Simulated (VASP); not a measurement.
# PbO2 (Fm-3m) in VASP: a series of runs

Aim: see how the results for PbO2 move with the level of theory and the settings. Levels: r2SCAN, PBE. Tasks: single point, relaxation of cell and atoms.

Program: VASP 6.6.1. These are calculated values, not measurements. Logs are shortened: lines on timing, memory, paths and dates and some standing lists are left out, and cuts for length are marked.

## (1) The cell of the first run

The structure is cubic, space group Fm-3m (No. 225). Conventional cell: a = 5.316 Å, b = 5.316 Å, c = 5.316 Å, α = 90.00°, β = 90.00°, γ = 90.00°. Pb (site symmetry m-3m) has 8 O at 2.30 Å within 3.0 Å. Within 3.0 Å of O (site symmetry -43m) lie 4 Pb at 2.30 Å and 6 O at 2.66 Å.

## (2) Single point, r2SCAN

Contents of POSCAR:

```
PbO2
1.0
    0.0000000000      2.6581699560      2.6581699560
    2.6581699560      0.0000000000      2.6581699560
    2.6581699560      2.6581699560      0.0000000000
Pb O
1 2
Direct
    0.0000000000      0.0000000000      0.0000000000
    0.2500000000      0.2500000000      0.2500000000
    0.7500000000      0.7500000000      0.7500000000
```

Contents of INCAR.step1:

```
SYSTEM = PbO2
  PREC = Accurate
  ENCUT = 520
  ISMEAR = -1
  SIGMA = 0.02
  LREAL = .False.
  LASPH = .True.
  NELM = 80
  NBANDS = 20
  GGA = PE
  ALGO = Normal
  EDIFF = 1E-4
  LWAVE = .True.
  LCHARG = .False.
```

Contents of INCAR.step2:

```
SYSTEM = PbO2
  PREC = Accurate
  ENCUT = 520
  EDIFF = 1E-6
  ISMEAR = -1
  SIGMA = 0.02
  LREAL = .False.
  LASPH = .True.
  NELM = 80
  ALGO = Normal
  ISIF = 2
  LWAVE = .False.
  LCHARG = .False.
  METAGGA = R2SCAN
  LMIXTAU = .True.
  NBANDS = 20
  ISTART = 1
```

Contents of KPOINTS:

```
regular mesh
0
Gamma
  8 8 8
  0 0 0
```

Potentials or basis: VASP PAW PBE potentials, release 64 (Pb_d, O).

Started as:

```
$ cat potpaw_PBE.64/Pb_d/POTCAR potpaw_PBE.64/O/POTCAR > POTCAR
$ cp INCAR.step1 INCAR
$ mpirun -np 1 vasp_std > vasp.out
$ cp INCAR.step2 INCAR
$ mpirun -np 1 vasp_std > vasp.out
```

OUTCAR:

```text
SYSTEM = PbO2
   PREC = Accurate
   ENCUT = 520
   EDIFF = 1E-6
   ISMEAR = -1
   LREAL = .False.
   LASPH = .True.
   NELM = 80
   ISIF = 2
   METAGGA = R2SCAN
   ISTART = 1

 ion  position               nearest neighbor table
   1  0.000  0.000  0.000-   3 2.30   3 2.30   3 2.30   2 2.30   3 2.30   2 2.30   2 2.30   2 2.30

   2  0.250  0.250  0.250-   1 2.30   1 2.30   1 2.30   1 2.30
   3  0.750  0.750  0.750-   1 2.30   1 2.30   1 2.30   1 2.30

  LATTYP: Found a face centered cubic cell.
 ALAT       =     5.3163399120

  Lattice vectors:

 A1 = (   0.0000000000,   2.6581699560,   2.6581699560)
 A2 = (   2.6581699560,   0.0000000000,   2.6581699560)
 A3 = (   2.6581699560,   2.6581699560,   0.0000000000)

Analysis of symmetry for initial positions (statically):
=====================================================================
 Subroutine PRICEL returns:
 Original cell was already a primitive cell.

 Routine SETGRP: Setting up the symmetry group for a
 face centered cubic supercell.

 Subroutine GETGRP returns: Found 48 space group operations
 (whereof 48 operations were pure point group operations)
 out of a pool of 48 trial point group operations.

The static configuration has the point symmetry O_h .

Analysis of symmetry for dynamics (positions and initial velocities):
=====================================================================
 Subroutine PRICEL returns:
 Original cell was already a primitive cell.

 Routine SETGRP: Setting up the symmetry group for a
 face centered cubic supercell.

 Subroutine GETGRP returns: Found 48 space group operations
 (whereof 48 operations were pure point group operations)
 out of a pool of 48 trial point group operations.

The dynamic configuration has the point symmetry O_h .

 Subroutine INISYM returns: Found 48 space group operations
 (whereof 48 operations are pure point group operations),
 and found     1 'primitive' translations

----------------------------------------------------------------------------------------

                                     Primitive cell

  volume of cell :      37.5646

  direct lattice vectors                    reciprocal lattice vectors
     0.000000000  2.658169956  2.658169956    -0.188099335  0.188099335  0.188099335
     2.658169956  0.000000000  2.658169956     0.188099335 -0.188099335  0.188099335
[... 84 lines left out ...]
   LASPH  =      T    aspherical Exc in radial PAW
   ENCUT  =  520.0 eV  38.22 Ry    6.18 a.u.   6.99  6.99  6.99*2*pi/ulx,y,z
   NELM   =     80;   NELMIN=  2; NELMDL=  0     # of ELM steps
   EDIFF  = 0.1E-05   stopping-criterion for ELM
   LREAL  =      F    real-space projection
   EDIFFG = 0.1E-04   stopping-criterion for IOM
   NSW    =      0    number of steps for IOM
   IBRION =     -1    ionic relax: 0-MD 1-quasi-New 2-CG
   NFREE  =      0    steps in history (QN), initial steepest desc. (CG)
   ISIF   =      2    stress and relaxation
   ISYM   =      2    0-nonsym 1-usesym 2-fastsym
   POTIM  = 0.5000    time-step for ionic-motion
   TEBEG  =    0.0;   TEEND  =   0.0 temperature during run
   PSTRESS=    0.0 pullay stress
   NELECT =      26.0000    total number of electrons
   NUPDOWN=      -1.0000    fix difference up-down
   EMIN   =  10.00;   EMAX   =-10.00  energy-range for DOS
   EFERMI =   0.00;   METHOD = LEGACY
   ISMEAR =    -1;   SIGMA  =   0.02  broadening in eV -4-tet -1-fermi 0-gaus
   EFERMI_NEDOS =   21; number of points for ismear=-14 and -15
   IALGO  =     38    algorithm
   IMIX   =      4    mixing-type and parameters
     AMIX     =   0.40;   BMIX     =  1.00
     AMIX_MAG =   1.60;   BMIX_MAG =  1.00
  volume/ion in A,a.u.               =      12.52        84.50
  Fermi-wavevector in a.u.,A,eV,Ry     =   1.448127  2.736563 28.532379  2.097071
  Thomas-Fermi vector in A             =   2.566003
   LORBIT       =      0    0 simple, 1 ext, 2 COOP (PROOUT), +10 PAW based schemes
   METAGGA = R2SCAN    functional components
   LHFCALC =     F    Hartree Fock is set to
   AEXX    =    0.0000 exact exchange contribution
   IVDW    =     0    specifies the selected vdW correction
   LEPSILON=     F    determine dielectric tensor
   LRPA    =     F    only Hartree local field effects (RPA)
 non-spin polarized calculation
  energy-cutoff  :      520.00
  volume of cell :       37.56
 maximum number of plane-waves:      1036
   NGX = 13   NGY = 13   NGZ = 13

 number of electron      26.0000018 magnetization

 Free energy of the ion-electron system (eV)
  ---------------------------------------------------
  ext. energy  EPLUGINS =         0.00000000
  ---------------------------------------------------
  free energy    TOTEN  =       -70.77706503 eV

  energy without entropy =      -70.77682131  energy(sigma->0) =      -70.77694317

 E-fermi :   5.9878     XC(G=0): -12.1915

 val. band max:        5.9536137595   @ k =  -0.2500   0.5000   0.2500
 cond. band min:       6.1452339748   @ k =   0.1250   0.1250   0.0000
 fundamental gap:      0.1916202153
 Fermi energy:         5.9878299276

 k-point     1 :       0.0000    0.0000    0.0000
  band No.  band energies     occupation
      1     -13.9330      2.00000
      2     -10.8846      2.00000
      3     -10.3252      2.00000
      4     -10.3252      2.00000
      5     -10.3252      2.00000
      6     -10.0170      2.00000
[... 541 lines left out ...]
     19      22.4505      0.00000
     20      25.2820      0.00000

 [... further k-points ...]

------------------------ aborting loop because EDIFF is reached ----------------------------------------

  FORCE on cell =-STRESS in cart. coord.  units (eV):
  Direction    XX          YY          ZZ          XY          YZ          ZX
  --------------------------------------------------------------------------------------
  -------------------------------------------------------------------------------------
  Total        0.2709312      0.2709312      0.2709312      0.0000000      0.0000000     -0.0000000
  in kB       11.5555684     11.5555684     11.5555684      0.0000000      0.0000000     -0.0000000
  external PRESSURE =      11.5555684 kB  Pullay stress =       0.0000000 kB

 VOLUME and BASIS-vectors are now :
 -----------------------------------------------------------------------------
  energy-cutoff  :      520.00
  volume of cell :       37.56
      direct lattice vectors                 reciprocal lattice vectors
     0.000000000  2.658169956  2.658169956    -0.188099335  0.188099335  0.188099335
     2.658169956  0.000000000  2.658169956     0.188099335 -0.188099335  0.188099335
     2.658169956  2.658169956  0.000000000     0.188099335  0.188099335 -0.188099335

 POSITION                                       TOTAL-FORCE (eV/Angst)
 -----------------------------------------------------------------------------------
      0.00000      0.00000      0.00000        -0.000000     -0.000000     -0.000000
      1.32908      1.32908      1.32908         0.000000     -0.000000     -0.000000
      3.98725      3.98725      3.98725         0.000000      0.000000      0.000000
 -----------------------------------------------------------------------------------
    total drift:                                0.000000     -0.000000      0.000000

  FREE ENERGIE OF THE ION-ELECTRON SYSTEM (eV)
  ---------------------------------------------------
  free  energy   TOTEN  =       -70.7770650257 eV

  energy  without entropy=      -70.7768213091  energy(sigma->0) =      -70.77694317
```

OUTCAR.step1:

```text
SYSTEM = PbO2
   PREC = Accurate
   ENCUT = 520
   ISMEAR = -1
   LREAL = .False.
   LASPH = .True.
   NELM = 80
[... 775 lines left out ...]
      0.00000      0.00000      0.00000        -0.000000     -0.000000     -0.000000
      1.32908      1.32908      1.32908         0.000000      0.000000      0.000000
      3.98725      3.98725      3.98725        -0.000000     -0.000000      0.000000
 -----------------------------------------------------------------------------------
    total drift:                                0.000000     -0.000000      0.000000

  FREE ENERGIE OF THE ION-ELECTRON SYSTEM (eV)
  ---------------------------------------------------
  free  energy   TOTEN  =       -15.5569344462 eV

  energy  without entropy=      -15.5559771422  energy(sigma->0) =      -15.55645579
```

Wall time 50 s (1 thread of Intel Xeon Platinum 8488C (Sapphire Rapids), shared host); peak memory 0.17 GiB.

What came out:

```yaml
Free_energy: -70.7771 eV
Pressure: 1.2 GPa
Band_gap_on_the_k_mesh: zero (band 13 reaches 5.95 eV, above the bottom of band 14 at 4.60 eV)
```

Caveat: the PAW data sets were made with another functional, which shifts forces and pressure a little; spin-orbit coupling is left out, which moves the levels of the heavy elements.

[end of part 1 of 2]
